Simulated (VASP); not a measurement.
# GaP (F-43m) in VASP: notebook, part 2 of 2

VASP 6.6.1.

## 4. Elastic constants, LDA

The input, INCAR:

```
ALGO     = Normal         # electronic algorithm
EDIFF    = 1E-8           # SCF threshold, eV
ENCUT    = 600            # plane-wave cutoff, eV
IBRION   = 6              # ionic algorithm
ISIF     = 3              # what is computed and relaxed
ISMEAR   = 0              # smearing method
LASPH    = True           # aspherical terms in the spheres
LCHARG   = False          # write CHGCAR
LREAL    = False          # projectors in reciprocal space
LWAVE    = False          # write WAVECAR
NBANDS   = 16             # bands
NELM     = 80             # most SCF steps
NFREE    = 2            
NSW      = 1              # ionic steps
POTIM    = 0.015          # step
PREC     = Accurate       # precision mode
SIGMA    = 0.01           # smearing width, eV
```

The input, KPOINTS:

```
k-points
0
Gamma
  10 10 10
```

The input, POSCAR:

```
GaP
1.0
    0.0000000000      2.6514294726      2.6514294726
    2.6514294726      0.0000000000      2.6514294726
    2.6514294726      2.6514294726      0.0000000000
Ga P
1 1
Direct
    0.0000000000      0.0000000000      0.0000000000
    0.7500000000      0.7500000000      0.7500000000
```

Potentials or basis: VASP PAW LDA potentials, release 64 (Ga_d, P).

Launch:

```bash
> cat potpaw_LDA.64/Ga_d/POTCAR potpaw_LDA.64/P/POTCAR > POTCAR
> mpirun -np 1 vasp_std > vasp.out
```

OUTCAR:

```text
EDIFF = 1E-8
   ENCUT = 600
   IBRION = 6
   ISIF = 3
   ISMEAR = 0
   LASPH = True
   LREAL = False
   NELM = 80
   NFREE = 2
   NSW = 1
   POTIM = 0.015
   PREC = Accurate

 ion  position               nearest neighbor table
   1  0.000  0.000  0.000-   2 2.30   2 2.30   2 2.30   2 2.30
   2  0.750  0.750  0.750-   1 2.30   1 2.30   1 2.30   1 2.30

  LATTYP: Found a face centered cubic cell.
 ALAT       =     5.3028589452

  Lattice vectors:

 A1 = (   0.0000000000,   2.6514294726,   2.6514294726)
 A2 = (   2.6514294726,   0.0000000000,   2.6514294726)
 A3 = (   2.6514294726,   2.6514294726,   0.0000000000)

Analysis of symmetry for initial positions (statically):
=====================================================================
 Subroutine PRICEL returns:
 Original cell was already a primitive cell.

 Routine SETGRP: Setting up the symmetry group for a
 face centered cubic supercell.

 Subroutine GETGRP returns: Found 24 space group operations
 (whereof 24 operations were pure point group operations)
 out of a pool of 48 trial point group operations.

The static configuration has the point symmetry T_d .

Analysis of symmetry for dynamics (positions and initial velocities):
=====================================================================
 Subroutine PRICEL returns:
 Original cell was already a primitive cell.

 Routine SETGRP: Setting up the symmetry group for a
 face centered cubic supercell.

 Subroutine GETGRP returns: Found 24 space group operations
 (whereof 24 operations were pure point group operations)
 out of a pool of 48 trial point group operations.

The dynamic configuration has the point symmetry T_d .

 Subroutine INISYM returns: Found 24 space group operations
 (whereof 24 operations are pure point group operations),
 and found     1 'primitive' translations

----------------------------------------------------------------------------------------

                                     Primitive cell

  volume of cell :      37.2795

  direct lattice vectors                    reciprocal lattice vectors
     0.000000000  2.651429473  2.651429473    -0.188577522  0.188577522  0.188577522
     2.651429473  0.000000000  2.651429473     0.188577522 -0.188577522  0.188577522
     2.651429473  2.651429473  0.000000000     0.188577522  0.188577522 -0.188577522

  length of vectors
     3.749687520  3.749687520  3.749687520     0.326625849  0.326625849  0.326625849

  position of ions in fractional coordinates (direct lattice)
     0.000000000  0.000000000  0.000000000
     0.750000000  0.750000000  0.750000000

  ion indices of the primitive-cell ions
   primitive index   ion index
                 1           1
                 2           2
[... 231 lines left out ...]

 number of electron      18.0000006 magnetization

------------------------ aborting loop because EDIFF is reached ----------------------------------------
[... 67 lines left out ...]
--------------------------------------- Ionic step       17  -------------------------------------------

 number of electron      18.0000010 magnetization

 Free energy of the ion-electron system (eV)
  ---------------------------------------------------
  ext. energy  EPLUGINS =         0.00000000
  ---------------------------------------------------
  free energy    TOTEN  =       -10.42196215 eV

  energy without entropy =      -10.42196215  energy(sigma->0) =      -10.42196215

 E-fermi :   5.4823     XC(G=0): -10.5363

 val. band max:        5.4393390687   @ k =   0.0000   0.0000   0.0000
 cond. band min:       6.6991705137   @ k =   0.0000   0.4000   0.4000
 fundamental gap:      1.2598314450
 Fermi energy:         5.4823366426

 k-point     1 :       0.0000    0.0000    0.0000
  band No.  band energies     occupation
      1      -9.4862      2.00000
      2      -9.4834      2.00000
      3      -9.4798      2.00000
      4      -9.3575      2.00000
      5      -9.3574      2.00000
      6      -7.7679      2.00000
[... 433 lines left out ...]
      3      -9.4192      2.00000
      4      -9.3917      2.00000
      5      -9.3360      2.00000
      6      -5.5558      2.00000
[... 8 lines left out ...]
     15      17.4212      0.00000
     16      19.6297      0.00000

 [... further k-points ...]

------------------------ aborting loop because EDIFF is reached ----------------------------------------

  FORCE on cell =-STRESS in cart. coord.  units (eV):
  Direction    XX          YY          ZZ          XY          YZ          ZX
  --------------------------------------------------------------------------------------
  -------------------------------------------------------------------------------------
  Total        1.1874397      1.1908443      1.1908443      0.0000000     -0.1550316      0.0000000
  in kB       51.0330968     51.1794164     51.1794164      0.0000000     -6.6628563      0.0000000
  external PRESSURE =      51.1306432 kB  Pullay stress =       0.0000000 kB
[... 17 lines left out ...]
  FREE ENERGIE OF THE ION-ELECTRON SYSTEM (eV)
  ---------------------------------------------------
  free  energy   TOTEN  =       -10.4219621468 eV

  energy  without entropy=      -10.4219621468  energy(sigma->0) =      -10.42196215

 INTERNAL STRAIN TENSORS FROM STRAINED CELLS
 ============================================

 INTERNAL STRAIN TENSOR FOR ION    1 for displacements in x,y,z  (eV/Angst):
          X           Y           Z          XY          YZ          ZX
  --------------------------------------------------------------------------------
  x     0.00000     0.00000    -0.00000     0.00000   -10.35084     0.00000
  y     0.00000     0.00000    -0.00000     0.00000     0.00000   -10.35208
  z     0.00000     0.00000    -0.00000   -10.35175    -0.00000     0.00000

 INTERNAL STRAIN TENSORS FROM DISPLACED ATOMS
 ============================================

 INTERNAL STRAIN TENSOR FOR ION    1 for displacements in x,y,z  (eV/Angst):
          X           Y           Z          XY          YZ          ZX
  --------------------------------------------------------------------------------
  x    -0.00000     0.00000     0.00000     0.00000   -10.34250     0.00000
  y     0.00000     0.00000     0.00000     0.00000     0.00000   -10.34250
  z     0.00000     0.00000    -0.00000   -10.34250     0.00000     0.00000

 INTERNAL STRAIN TENSOR FOR ION    2 for displacements in x,y,z  (eV/Angst):
          X           Y           Z          XY          YZ          ZX
  --------------------------------------------------------------------------------
  x     0.00000    -0.00000    -0.00000     0.00000    10.34111     0.00000
  y    -0.00000     0.00000    -0.00000     0.00000     0.00000    10.34111
  z    -0.00000    -0.00000     0.00000    10.34111     0.00000     0.00000

 Eigenvectors and eigenvalues of the dynamical matrix
 ----------------------------------------------------

   1 f  =   11.617304 THz    72.993677 2PiTHz  387.511565 cm-1    48.045289 meV
             X         Y         Z           dx          dy          dz
      0.000000  0.000000  0.000000     0.000000    0.554904    0.000000
      3.977144  3.977144  3.977144    -0.000000   -0.831914    0.000000
[... 21 lines left out ...]
   6 f/i=    0.004063 THz     0.025526 2PiTHz    0.135513 cm-1     0.016801 meV
             X         Y         Z           dx          dy          dz
      0.000000  0.000000  0.000000    -0.222950    0.801483    0.000000
      3.977144  3.977144  3.977144    -0.148712    0.534606    0.000000

--------------------------------------------------------------------------------------------------------

 ELASTIC MODULI CONTR FROM IONIC RELAXATION (kBar)
 Direction    XX          YY          ZZ          XY          YZ          ZX
 --------------------------------------------------------------------------------
 XX          -0.0000     -0.0000      0.0000      0.0000     -0.0000      0.0000
 YY          -0.0000     -0.0000     -0.0000      0.0000      0.0000      0.0000
 ZZ           0.0000     -0.0000     -0.0000     -0.0000      0.0000      0.0000
 XY           0.0000      0.0000     -0.0000   -388.0075      0.0000      0.0000
 YZ          -0.0000      0.0000      0.0000      0.0000   -388.0075      0.0000
 ZX           0.0000      0.0000      0.0000      0.0000      0.0000   -388.0075
 --------------------------------------------------------------------------------

 TOTAL ELASTIC MODULI (kBar)
 Direction    XX          YY          ZZ          XY          YZ          ZX
 --------------------------------------------------------------------------------
 XX        1587.0506    805.7590    805.7590      0.0000      0.0000     -0.0000
 YY         805.7590   1587.0506    805.7590      0.0000      0.0000      0.0000
 ZZ         805.7590    805.7590   1587.0506     -0.0000      0.0000      0.0000
 XY           0.0000      0.0000     -0.0000    746.6844      0.0000     -0.0000
 YZ           0.0000      0.0000      0.0000      0.0000    746.6844     -0.0000
 ZX          -0.0000      0.0000      0.0000     -0.0000     -0.0000    746.6844
 --------------------------------------------------------------------------------
```

Run time: 34 min. Hardware: 1 thread of Intel Xeon Platinum 8375C at 2.90GHz (Ice Lake), shared host; peak memory 0.43 GiB.

Results:

```
Elastic constants C11, C12, C44                         : 159, 81, 75 GPa
Voigt bulk modulus                                      : 107 GPa
Highest phonon frequency at Γ, LO-TO splitting left out : 388 cm⁻¹
```

Phonon frequencies in cm⁻¹ (negative: imaginary):
| q point | frequencies |
| --- | --- |
| (0.000, 0.000, 0.000) | 0 0 0 388 388 388 |

Elastic tensor in Voigt notation (GPa, in the Cartesian axes of the cell as first typed):
```
159  81  81   0   0   0
 81 159  81   0   0   0
 81  81 159   0   0   0
  0   0   0  75   0   0
  0   0   0   0  75   0
  0   0   0   0   0  75
```

Clamped-ion elastic tensor (GPa):
```
159  81  81   0   0   0
 81 159  81   0   0   0
 81  81 159   0   0   0
  0   0   0 113   0   0
  0   0   0   0 113   0
  0   0   0   0   0 113
```

Caveat: the cell is under stress, which shifts elastic constants.
